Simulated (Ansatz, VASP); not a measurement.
**RbBr: VASP beside Ansatz**

```xyz
2
Lattice="0.0000 3.5161 3.5161 3.5161 0.0000 3.5161 3.5161 3.5161 0.0000" Properties=species:S:1:pos:R:3 pbc="T T T"
Rb    0.0000    0.0000    0.0000
Br    3.5161    3.5161    3.5161
```

Alike in both runs: task single point; functional PBE; k mesh 6 × 6 × 6; no spin polarisation.

```csv
,VASP,Ansatz
version,VASP 6.6.1,Ansatz 0.2.0
potentials or method,"VASP PAW PBE potentials, release 64 (Rb_sv, Br), cutoff 520 eV","plane waves, PAW"
occupations,"gaussian, width 0.01 eV",fixed
valence electrons in the cell,16,16
```

|  | VASP | Ansatz | Ansatz less VASP |
| --- | --- | --- | --- |
| pressure (GPa) | -0.1 | -0.1 | -0.02 |
